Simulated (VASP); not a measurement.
A run of VASP 6.6.1 is set up as follows.

The input POSCAR:

```
In
1.0
    0.0000000000      3.4333754154      3.4333754154
    3.4333754154      0.0000000000      3.4333754154
    3.4333754154      3.4333754154      0.0000000000
In
2
Direct
    0.1250000000      0.1250000000      0.1250000000
    0.8750000000      0.8750000000      0.8750000000
```

INCAR.step1

```
SYSTEM = In
  ALGO = Normal
  EDIFF = 1E-4
  ENCUT = 520
  GGA = PE
  ISMEAR = -1
  LASPH = .TRUE.
  LCHARG = .FALSE.
  LREAL = .FALSE.
  LWAVE = .TRUE.
  NBANDS = 20
  NELM = 60
  PREC = Accurate
  SIGMA = 0.1
```

INCAR.step2

```
SYSTEM = In
  ALGO = Normal
  EDIFF = 1E-6
  ENCUT = 520
  ISIF = 2
  ISMEAR = -1
  ISTART = 1
  LASPH = .TRUE.
  LCHARG = .FALSE.
  LMIXTAU = .TRUE.
  LREAL = .FALSE.
  LWAVE = .FALSE.
  METAGGA = R2SCAN
  NBANDS = 20
  NELM = 60
  PREC = Accurate
  SIGMA = 0.1
```

File KPOINTS:

```
k-points
0
G
  9 9 9
  0 0 0
```

Potentials or basis: VASP PAW PBE potentials, release 64 (In_d).

Command:

```console
$ cat potpaw_PBE.64/In_d/POTCAR > POTCAR
$ cp INCAR.step1 INCAR
$ mpirun -np 1 vasp_std > vasp.out
$ cp INCAR.step2 INCAR
$ mpirun -np 1 vasp_std > vasp.out
```

(1) Predict the band gap on the k mesh.

(2) Estimate the pressure.

Results:

(1) zero (bands 13 and 14 overlap by 2.88 eV).

(2) -2.4 GPa.

Caveat: the PAW data sets were made with another functional, which shifts forces and pressure a little; spin-orbit coupling is left out, which moves the levels of the heavy elements.
